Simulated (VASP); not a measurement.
# TiO2 (I4_1/amd) in VASP: notebook

The runs below take TiO2 through single point, with PBE+U.

Program: VASP 6.6.1. These are calculated values, not measurements. Logs are shortened: lines on timing, memory, paths and dates and some standing lists are left out, and cuts for length are marked.

## 1. The cell of the first run

The structure is tetragonal, space group I4_1/amd (No. 141). Conventional cell: a = 3.872 Å, b = 3.872 Å, c = 10.073 Å, α = 90.00°, β = 90.00°, γ = 90.00°. Ti (site symmetry -4m2) has 6 O at 2.00 to 2.03 Å within 2.6 Å. Within 2.6 Å of O (site symmetry 2mm) lie 3 Ti at 2.00 to 2.03 Å and 2 O at 2.48 Å.

## 2. Single point, PBE+U (12.59 Å³/atom)

Contents of INCAR:

```
PREC = Accurate
ENCUT = 520
EDIFF = 1E-6
ISMEAR = 0
SIGMA = 0.02
LREAL = F
LASPH = T
NELM = 150
ALGO = Normal
ISIF = 2
LWAVE = F
LCHARG = T
LMAXMIX = 4
LDAU = T
LDAUTYPE = 2
LDAUL = 2 -1
LDAUU = 4 0
LDAUJ = 0 0
LDAUPRINT = 1
GGA = PE
LELF = T
LVHAR = T
NBANDS = 33
```

Contents of KPOINTS:

```
regular mesh
0
Gamma
  8 8 8
```

Contents of POSCAR:

```
TiO2
1.0
   -1.9362154562      1.9362154562      5.0362529758
    1.9362154562     -1.9362154562      5.0362529758
    1.9362154562      1.9362154562     -5.0362529758
Ti O
2 4
Direct
    0.0000000000      0.0000000000      0.0000000000
    0.7500000000      0.2500000000      0.5000000000
    0.2020285642      0.2020285642      0.0000000000
    0.9520285642      0.4520285642      0.5000000000
    0.5479714358      0.0479714358      0.5000000000
    0.7979714358      0.7979714358      0.0000000000
```

Potentials or basis: VASP PAW PBE potentials, release 64 (Ti_sv, O).

On the command line:

```console
$ cat potpaw_PBE.64/Ti_sv/POTCAR potpaw_PBE.64/O/POTCAR > POTCAR
$ mpirun -np 1 vasp_std > vasp.out
```

OUTCAR:

```text
PREC = Accurate
   ENCUT = 520
   EDIFF = 1E-6
   ISMEAR = 0
   LREAL = F
   LASPH = T
   NELM = 150
   ISIF = 2
   GGA = PE

 ion  position               nearest neighbor table
   1  0.000  0.000  0.000-   5 2.00   4 2.00   5 2.00   4 2.00   3 2.03   6 2.03
   2  0.750  0.250  0.500-   6 2.00   3 2.00   6 2.00   3 2.00   4 2.03   5 2.03
   3  0.202  0.202  0.000-   2 2.00   2 2.00   1 2.03
   4  0.952  0.452  0.500-   1 2.00   1 2.00   2 2.03
   5  0.548  0.048  0.500-   1 2.00   1 2.00   2 2.03
   6  0.798  0.798  0.000-   2 2.00   2 2.00   1 2.03

  LATTYP: Found a body centered tetragonal cell.
 ALAT       =     3.8724309124
 C/A-ratio  =     2.6010808661

  Lattice vectors:

 A1 = (  -1.9362154562,   1.9362154562,   5.0362529758)
 A2 = (   1.9362154562,  -1.9362154562,   5.0362529758)
 A3 = (   1.9362154562,   1.9362154562,  -5.0362529758)

Analysis of symmetry for initial positions (statically):
=====================================================================
 Subroutine PRICEL returns:
 Original cell was already a primitive cell.

 Routine SETGRP: Setting up the symmetry group for a
 body centered tetragonal supercell.

 Subroutine GETGRP returns: Found 16 space group operations
 (whereof  8 operations were pure point group operations)
 out of a pool of 16 trial point group operations.

The static configuration has the point symmetry D_2d.
 The point group associated with its full space group is D_4h.

Analysis of symmetry for dynamics (positions and initial velocities):
=====================================================================
 Subroutine PRICEL returns:
 Original cell was already a primitive cell.

 Routine SETGRP: Setting up the symmetry group for a
 body centered tetragonal supercell.

 Subroutine GETGRP returns: Found 16 space group operations
 (whereof  8 operations were pure point group operations)
 out of a pool of 16 trial point group operations.

The dynamic configuration has the point symmetry D_2d.
 The point group associated with its full space group is D_4h.

 Subroutine INISYM returns: Found 16 space group operations
 (whereof  8 operations are pure point group operations),
 and found     1 'primitive' translations

----------------------------------------------------------------------------------------

                                     Primitive cell

  volume of cell :      75.5222

  direct lattice vectors                    reciprocal lattice vectors
    -1.936215456  1.936215456  5.036252976     0.000000000  0.258235724  0.099280160
     1.936215456 -1.936215456  5.036252976     0.258235724  0.000000000  0.099280160
     1.936215456  1.936215456 -5.036252976     0.258235724  0.258235724  0.000000000

  length of vectors
     5.732512941  5.732512941  5.732512941     0.276662681  0.276662681  0.365200463

  position of ions in fractional coordinates (direct lattice)
     0.000000000  0.000000000  0.000000000
     0.750000000  0.250000000  0.500000000
     0.202028564  0.202028564  0.000000000
     0.952028564  0.452028564  0.500000000
     0.547971436  0.047971436  0.500000000
     0.797971436  0.797971436  0.000000000

  ion indices of the primitive-cell ions
   primitive index   ion index
                 1           1
                 2           2
                 3           3
                 4           4
                 5           5
                 6           6

----------------------------------------------------------------------------------------

 KPOINTS: regular mesh

Automatic generation of k-mesh.
[... 98 lines left out ...]
   IVDW    =     0    specifies the selected vdW correction
   LEPSILON=     F    determine dielectric tensor
   LRPA    =     F    only Hartree local field effects (RPA)
 non-spin polarized calculation
 Gauss-broadening in eV      SIGMA  =   0.02
  energy-cutoff  :      520.00
  volume of cell :       75.52
 maximum number of plane-waves:      2058
 NGX is ok and might be reduce to    48
   NGX = 21   NGY = 21   NGZ = 21

atom =   1  type =  1  l = 2

 onsite density matrix

spin component  1

  0.1002  0.0000  0.0000  0.0000 -0.0000
  0.0000  0.0971  0.0000  0.0000  0.0000
  0.0000  0.0000  0.2362  0.0000  0.0000
  0.0000  0.0000  0.0000  0.0971 -0.0000
 -0.0000  0.0000  0.0000 -0.0000  0.2338

spin component  2

  0.1002  0.0000  0.0000  0.0000 -0.0000
  0.0000  0.0971  0.0000  0.0000  0.0000
  0.0000  0.0000  0.2362  0.0000  0.0000
  0.0000  0.0000  0.0000  0.0971 -0.0000
 -0.0000  0.0000  0.0000 -0.0000  0.2338

 occupancies and eigenvectors

  o =  0.0971  v =  0.0000  0.0796 -0.0000 -0.9968  0.0000  0.0000  0.0000  0.0000  0.0000  0.0000      0.0000  0.0000  0.0000  0.0000  0.0000  0.0000  0.0000  0.0000  0.0000  0.0000
  o =  0.0971  v =  0.0000  0.0000  0.0000  0.0000  0.0000  0.0000  0.0796 -0.0000 -0.9968  0.0000      0.0000  0.0000  0.0000  0.0000  0.0000  0.0000  0.0000  0.0000  0.0000  0.0000
  o =  0.0971  v =  0.0000 -0.9968  0.0000 -0.0796 -0.0000  0.0000  0.0000  0.0000  0.0000  0.0000      0.0000  0.0000  0.0000  0.0000  0.0000  0.0000  0.0000  0.0000  0.0000  0.0000
  o =  0.0971  v =  0.0000  0.0000  0.0000  0.0000  0.0000  0.0000 -0.9968  0.0000 -0.0796 -0.0000      0.0000  0.0000  0.0000  0.0000  0.0000  0.0000  0.0000  0.0000  0.0000  0.0000
  o =  0.1002  v =  0.0000  0.0000  0.0000  0.0000  0.0000  1.0000  0.0000  0.0000  0.0000  0.0000      0.0000  0.0000  0.0000  0.0000  0.0000  0.0000  0.0000  0.0000  0.0000  0.0000
  o =  0.1002  v =  1.0000  0.0000  0.0000  0.0000  0.0000  0.0000  0.0000  0.0000  0.0000  0.0000      0.0000  0.0000  0.0000  0.0000  0.0000  0.0000  0.0000  0.0000  0.0000  0.0000
  o =  0.2338  v =  0.0000  0.0000  0.0000  0.0000  0.0000  0.0000 -0.0000 -0.0000 -0.0000  1.0000      0.0000  0.0000  0.0000  0.0000  0.0000  0.0000  0.0000  0.0000  0.0000  0.0000
  o =  0.2338  v =  0.0000 -0.0000 -0.0000 -0.0000  1.0000  0.0000  0.0000  0.0000  0.0000  0.0000      0.0000  0.0000  0.0000  0.0000  0.0000  0.0000  0.0000  0.0000  0.0000  0.0000
  o =  0.2362  v =  0.0000 -0.0000 -1.0000 -0.0000  0.0000  0.0000  0.0000  0.0000  0.0000  0.0000      0.0000  0.0000  0.0000  0.0000  0.0000  0.0000  0.0000  0.0000  0.0000  0.0000
  o =  0.2362  v =  0.0000  0.0000  0.0000  0.0000  0.0000  0.0000 -0.0000 -1.0000 -0.0000  0.0000      0.0000  0.0000  0.0000  0.0000  0.0000  0.0000  0.0000  0.0000  0.0000  0.0000

atom =   2  type =  1  l = 2

 onsite density matrix

spin component  1

  0.1002  0.0000  0.0000 -0.0000  0.0000
  0.0000  0.0971  0.0000  0.0000  0.0000
  0.0000  0.0000  0.2362  0.0000  0.0000
 -0.0000  0.0000  0.0000  0.0971  0.0000
  0.0000  0.0000  0.0000  0.0000  0.2338

spin component  2

  0.1002  0.0000  0.0000 -0.0000  0.0000
  0.0000  0.0971  0.0000  0.0000  0.0000
  0.0000  0.0000  0.2362  0.0000  0.0000
 -0.0000  0.0000  0.0000  0.0971  0.0000
  0.0000  0.0000  0.0000  0.0000  0.2338

 occupancies and eigenvectors

  o =  0.0971  v =  0.0000  0.3530  0.0000  0.9356 -0.0000  0.0000  0.0000  0.0000  0.0000  0.0000      0.0000  0.0000  0.0000  0.0000  0.0000  0.0000  0.0000  0.0000  0.0000  0.0000
  o =  0.0971  v =  0.0000  0.0000  0.0000  0.0000  0.0000  0.0000  0.3530  0.0000  0.9356 -0.0000      0.0000  0.0000  0.0000  0.0000  0.0000  0.0000  0.0000  0.0000  0.0000  0.0000
  o =  0.0971  v =  0.0000  0.9356  0.0000 -0.3530  0.0000  0.0000  0.0000  0.0000  0.0000  0.0000      0.0000  0.0000  0.0000  0.0000  0.0000  0.0000  0.0000  0.0000  0.0000  0.0000
  o =  0.0971  v =  0.0000  0.0000  0.0000  0.0000  0.0000  0.0000  0.9356  0.0000 -0.3530  0.0000      0.0000  0.0000  0.0000  0.0000  0.0000  0.0000  0.0000  0.0000  0.0000  0.0000
  o =  0.1002  v =  0.0000  0.0000  0.0000  0.0000  0.0000  1.0000  0.0000  0.0000  0.0000  0.0000      0.0000  0.0000  0.0000  0.0000  0.0000  0.0000  0.0000  0.0000  0.0000  0.0000
  o =  0.1002  v =  1.0000  0.0000  0.0000  0.0000  0.0000  0.0000  0.0000  0.0000  0.0000  0.0000      0.0000  0.0000  0.0000  0.0000  0.0000  0.0000  0.0000  0.0000  0.0000  0.0000
  o =  0.2338  v =  0.0000  0.0000 -0.0000  0.0000  1.0000  0.0000  0.0000  0.0000  0.0000  0.0000      0.0000  0.0000  0.0000  0.0000  0.0000  0.0000  0.0000  0.0000  0.0000  0.0000
  o =  0.2338  v =  0.0000  0.0000  0.0000  0.0000  0.0000  0.0000  0.0000 -0.0000  0.0000  1.0000      0.0000  0.0000  0.0000  0.0000  0.0000  0.0000  0.0000  0.0000  0.0000  0.0000
  o =  0.2362  v =  0.0000  0.0000  0.0000  0.0000  0.0000  0.0000  0.0000 -1.0000 -0.0000 -0.0000      0.0000  0.0000  0.0000  0.0000  0.0000  0.0000  0.0000  0.0000  0.0000  0.0000
  o =  0.2362  v =  0.0000  0.0000 -1.0000 -0.0000 -0.0000  0.0000  0.0000  0.0000  0.0000  0.0000      0.0000  0.0000  0.0000  0.0000  0.0000  0.0000  0.0000  0.0000  0.0000  0.0000

 number of electron      47.9999995 magnetization

 Free energy of the ion-electron system (eV)
  ---------------------------------------------------
  ext. energy  EPLUGINS =         0.00000000
  ---------------------------------------------------
  free energy    TOTEN  =       -48.45846077 eV

  energy without entropy =      -48.45846077  energy(sigma->0) =      -48.45846077

 E-fermi :   2.9134     XC(G=0): -10.2132

 val. band max:        2.6751325136   @ k =  -0.3750   0.3750   0.0000
 cond. band min:       5.2967877465   @ k =   0.0000   0.0000   0.0000
 fundamental gap:      2.6216552329
 Fermi energy:         2.9133597458

 k-point     1 :       0.0000    0.0000    0.0000
  band No.  band energies     occupation
      1     -55.0102      2.00000
      2     -54.9780      2.00000
      3     -31.2952      2.00000
      4     -31.1375      2.00000
      5     -31.1375      2.00000
      6     -31.0967      2.00000
[... 853 lines left out ...]
     32       8.5863      0.00000
     33       9.0188      0.00000

 [... further k-points ...]
[... 5 lines left out ...]
  --------------------------------------------------------------------------------------
  -------------------------------------------------------------------------------------
  Total       -2.5905068     -2.5905068     -2.8997471      0.0000000      0.0000000      0.0000000
  in kB      -54.9566730    -54.9566730    -61.5170937      0.0000000      0.0000000      0.0000000
  external PRESSURE =     -57.1434799 kB  Pullay stress =       0.0000000 kB

 VOLUME and BASIS-vectors are now :
 -----------------------------------------------------------------------------
  energy-cutoff  :      520.00
  volume of cell :       75.52
      direct lattice vectors                 reciprocal lattice vectors
    -1.936215456  1.936215456  5.036252976     0.000000000  0.258235724  0.099280160
     1.936215456 -1.936215456  5.036252976     0.258235724  0.000000000  0.099280160
     1.936215456  1.936215456 -5.036252976     0.258235724  0.258235724  0.000000000

 POSITION                                       TOTAL-FORCE (eV/Angst)
 -----------------------------------------------------------------------------------
      0.00000      0.00000      0.00000         0.000000      0.000000     -0.000000
      0.00000      1.93622      2.51813         0.000000      0.000000     -0.000000
      0.00000      0.00000      2.03493         0.000000     -0.000000      0.134154
     -0.00000      1.93622      4.55306        -0.000000      0.000000      0.134154
      0.00000      1.93622      0.48319        -0.000000      0.000000     -0.134154
      0.00000      0.00000      8.03757         0.000000     -0.000000     -0.134154
 -----------------------------------------------------------------------------------
    total drift:                               -0.000000     -0.000000      0.000000

  FREE ENERGIE OF THE ION-ELECTRON SYSTEM (eV)
  ---------------------------------------------------
  free  energy   TOTEN  =       -48.4584607681 eV

  energy  without entropy=      -48.4584607681  energy(sigma->0) =      -48.45846077
```

Wall time 6.2 min (1 thread of Intel Xeon 8259CL, shared host); peak memory 0.35 GiB.

What came out:

```yaml
Free_energy: -48.4585 eV
Pressure: -5.7 GPa
Largest_force: 0.134 eV/Å
Band_gap_on_the_k_mesh: 2.62 eV (least direct gap 2.81 eV)
```

Forces on the atoms (eV/Å):
```
Ti   0.000  0.000  0.000
Ti   0.000  0.000  0.000
O    0.000  0.000  0.134
O    0.000  0.000  0.134
O    0.000  0.000 -0.134
O    0.000  0.000 -0.134
```

Levels at points of the mesh, in eV from the valence-band top:
```tsv
k point	band 21	band 22	band 23	band 24	band 25	band 26	band 27	band 28
(0.00, 0.00, 0.00)	-0.74	-0.74	-0.26	-0.26	2.62	3.20	4.30	4.30
(0.50, 0.00, 0.00)	-1.54	-0.82	-0.66	-0.64	3.52	3.66	3.73	3.82
(0.50, 0.50, 0.00)	-1.69	-1.69	-0.07	-0.07	3.45	3.45	3.85	3.85
(0.50, 0.50, 0.50)	-1.12	-1.12	-0.02	-0.02	2.90	2.90	4.03	4.03
```

Eigenvalues of the final occupation matrices:
```tsv
site	spin	trace	eigenvalues
site 1 d	1	0.76	0.10 0.10 0.10 0.23 0.24
site 1 d	2	0.76	0.10 0.10 0.10 0.23 0.24
site 2 d	1	0.76	0.10 0.10 0.10 0.23 0.24
site 2 d	2	0.76	0.10 0.10 0.10 0.23 0.24
```

Caveat: the cell stands under tension.

## 3. Single point, PBE+U (13.06 Å³/atom)

This run uses another cell than the first one, of 13.06 Å³/atom.

Contents of INCAR:

```
SYSTEM = TiO2
PREC = Accurate
ENCUT = 520
EDIFF = 1E-6
ISMEAR = 0
SIGMA = 0.02
LREAL = .FALSE.
LASPH = .TRUE.
NELM = 150
ALGO = Normal
ISIF = 2
LWAVE = .FALSE.
LCHARG = .FALSE.
LMAXMIX = 4
LDAU = .TRUE.
LDAUTYPE = 2
LDAUL = 2 -1
LDAUU = 4 0
LDAUJ = 0 0
LDAUPRINT = 1
GGA = PE
NBANDS = 33
```

Contents of KPOINTS:

```
regular mesh
0
G
  8 8 8
  0 0 0
```

Contents of POSCAR:

```
TiO2
1.0
   -1.9574583735      1.9574583735      5.1134810588
    1.9574583735     -1.9574583735      5.1134810588
    1.9574583735      1.9574583735     -5.1134810588
Ti O
2 4
Direct
    0.0000000000      0.0000000000      0.0000000000
    0.7500000000      0.2500000000      0.5000000000
    0.2003574068      0.2003574068      0.0000000000
    0.9503574068      0.4503574068      0.5000000000
    0.5496425932      0.0496425932      0.5000000000
    0.7996425932      0.7996425932      0.0000000000
```

Potentials or basis: VASP PAW PBE potentials, release 64 (Ti_sv, O).

On the command line:

```console
$ cat potpaw_PBE.64/Ti_sv/POTCAR potpaw_PBE.64/O/POTCAR > POTCAR
$ mpirun -np 1 vasp_std > vasp.out
```

Run time: 7 min. Hardware: 1 thread of Intel Xeon 8259CL, shared host; peak memory 0.35 GiB.

Results (log left out):

```
Free energy            : -48.3025 eV
Pressure               : -11.0 GPa
Largest force          : 0.132 eV/Å
Band gap on the k mesh : 2.55 eV (least direct gap 2.71 eV)
```

Forces in eV/Å, atoms in the order of the input:
```
Ti   0.000  0.000  0.000
Ti   0.000  0.000  0.000
O    0.000  0.000  0.132
O    0.000  0.000  0.132
O    0.000  0.000 -0.132
O    0.000  0.000 -0.132
```

Stress tensor (GPa, compression positive):
```
-10.86   0.00   0.00
  0.00 -10.86   0.00
  0.00   0.00 -11.28
```

Levels at points of the mesh, in eV from the valence-band top:
```
           k point  band 21  band 22  band 23  band 24  band 25  band 26  band 27  band 28
(0.00, 0.00, 0.00)    -0.74    -0.74    -0.22    -0.22     2.55     3.07     4.17     4.17
(0.50, 0.00, 0.00)    -1.46    -0.80    -0.64    -0.60     3.38     3.51     3.55     3.68
(0.50, 0.50, 0.00)    -1.60    -1.60    -0.10    -0.10     3.29     3.29     3.67     3.67
(0.50, 0.50, 0.50)    -1.07    -1.07     0.00     0.00     2.80     2.80     3.87     3.87
```

Eigenvalues of the final occupation matrices:
| site | spin | trace | eigenvalues |
| --- | --- | --- | --- |
| site 1 d | 1 | 0.75 | 0.10 0.10 0.10 0.23 0.23 |
| site 1 d | 2 | 0.75 | 0.10 0.10 0.10 0.23 0.23 |
| site 2 d | 1 | 0.75 | 0.10 0.10 0.10 0.23 0.23 |
| site 2 d | 2 | 0.75 | 0.10 0.10 0.10 0.23 0.23 |

Caveat: the cell stands under tension.

## 4. Single point, PBE+U

This run uses another cell than the first one, of 11.87 Å³/atom.

Contents of INCAR:

```
SYSTEM = TiO2
PREC = Accurate ; ENCUT = 520
EDIFF = 1E-7 ; ISMEAR = 0
SIGMA = 0.02 ; LREAL = .FALSE.
LASPH = .TRUE. ; NELM = 150
ALGO = Normal ; ISIF = 2
LWAVE = .FALSE. ; LCHARG = .FALSE.
LMAXMIX = 4 ; LDAU = .TRUE.
LDAUTYPE = 2 ; LDAUL = 2 -1
LDAUU = 4 0 ; LDAUJ = 0 0
LDAUPRINT = 1 ; GGA = PE
NBANDS = 33
```

Contents of KPOINTS:

```
Automatic mesh
0
G
  8 8 8
  0 0 0
```

Contents of POSCAR:

```
TiO2
1.0
   -1.9089568622      1.9089568622      4.8878380517
    1.9089568622     -1.9089568622      4.8878380517
    1.9089568622      1.9089568622     -4.8878380517
Ti O
2 4
Direct
    0.0000000000      0.0000000000      0.0000000000
    0.7500000000      0.2500000000      0.5000000000
    0.2053163549      0.2053163549      0.0000000000
    0.9553163549      0.4553163549      0.5000000000
    0.5446836451      0.0446836451      0.5000000000
    0.7946836451      0.7946836451      0.0000000000
```

On the command line:

```console
$ cat potpaw_PBE.64/Ti_sv/POTCAR potpaw_PBE.64/O/POTCAR > POTCAR
$ mpirun -np 1 vasp_std > vasp.out
```

It took 5.2 min on 1 thread of Intel Xeon Platinum 8259CL at 2.50GHz (Skylake/Cascade Lake), shared host; peak memory 0.31 GiB.

It converged, with:

```yaml
Free_energy: -48.5010 eV
Pressure: 4.2 GPa
Largest_force: 0.146 eV/Å
Band_gap_on_the_k_mesh: 2.68 eV (least direct gap 2.95 eV)
```

Forces on the atoms (eV/Å):
```
Ti   0.000  0.000  0.000
Ti   0.000  0.000  0.000
O    0.000  0.000  0.146
O    0.000  0.000  0.146
O    0.000  0.000 -0.146
O    0.000  0.000 -0.146
```

Stress tensor (GPa, compression positive):
```
4.50 0.00 0.00
0.00 4.50 0.00
0.00 0.00 3.55
```

Levels at points of the mesh, in eV from the valence-band top:
```csv
k point,band 20,band 21,band 22,band 23,band 24,band 25,band 26,band 27,band 28,band 29
"(0.00, 0.00, 0.00)",-0.79,-0.74,-0.74,-0.36,-0.36,2.68,3.36,4.41,4.41,4.45
"(0.50, 0.00, 0.00)",-1.87,-1.71,-0.86,-0.81,-0.65,3.70,3.87,3.98,4.01,4.63
"(0.50, 0.50, 0.00)",-2.44,-1.88,-1.88,-0.04,-0.04,3.71,3.71,4.12,4.12,5.20
"(0.50, 0.50, 0.50)",-1.38,-1.21,-1.21,-0.08,-0.08,3.01,3.01,4.23,4.23,4.65
```

Eigenvalues of the final occupation matrices:
```
    site  spin  trace               eigenvalues
site 1 d     1   0.79  0.10 0.10 0.10 0.24 0.25
site 1 d     2   0.79  0.10 0.10 0.10 0.24 0.25
site 2 d     1   0.79  0.10 0.10 0.10 0.24 0.25
site 2 d     2   0.79  0.10 0.10 0.10 0.24 0.25
```

Caveat: the cell stands under pressure.

## 5. Summary

| cell | gap on the mesh (eV) | pressure (GPa) | largest force (eV/Å) |
| --- | --- | --- | --- |
| a = 5.733 Å, angles 140.5, 140.5, 57.1°, 6 atoms, atomic positions A | 2.62 | -5.7 | 0.13 |
| a = 5.815 Å, angles 140.7, 140.7, 56.9°, 6 atoms, atomic positions B | 2.55 | -11.0 | 0.13 |
| a = 5.584 Å, angles 140.0, 140.0, 57.8°, 6 atoms, atomic positions C | 2.68 | 4.2 | 0.15 |

Alike in all rows: task single point; level PBE+U; potentials or basis VASP PAW PBE potentials, release 64 (Ti_sv, O); no spin polarisation; Ti d U = 4.0 eV; k mesh 8 × 8 × 8; cutoff (eV) 520; smearing gaussian 0.02 eV.

Caveats: the cell stands under tension (at least some runs); the cell stands under pressure (at least some runs).

Absolute energies hang on the potentials; compare differences alone.
